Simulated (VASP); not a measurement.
Runs of VASP 6.6.1 on Eu. The structure is that of space group Pm-3m (No. 221), or close to it. The cells are those of the table. 

```tsv
task	cell	k mesh for the DOS	occupations for the DOS	gap on the mesh (eV)	pressure (GPa)	moment (μB)
single point	a = 3.384 Å, 1 atom	-	-	none	(c)	(b)
density of states	a = 2.582 Å, 1 atom	17 × 17 × 17	tetrahedron	-	-	6.72
single point	a = 3.112 Å, 1 atom	-	-	none	6.9	7.19
single point	a = 2.582 Å, 1 atom	-	-	none	60.6	6.72
single point	a = 3.253 Å, 1 atom	-	-	none	3.1	(a)
single point	a = 2.782 Å, 1 atom	-	-	none	29.5	7.14
single point	a = 3.505 Å, 1 atom	-	-	none	-0.2	7.25
```

Alike in all rows: level PBE; potentials or basis VASP PAW PBE potentials, release 64 (Eu); spin collinear, ferromagnetic start; k mesh 11 × 11 × 11; cutoff (eV) 520; smearing fermi-dirac 0.1 eV.

Question: Estimate the missing entries.

Answer: (a) 7.18; (b) 7.20; (c) 1.0.

Caveats: spin-orbit coupling is left out, which moves the levels of the heavy elements; tetrahedron occupations give inexact forces and stress in metals (some runs).

A k mesh can miss the band edges, and the runs leave out spin-orbit coupling on Eu.

A gap of «none» marks levels without a gap at the run's occupations.
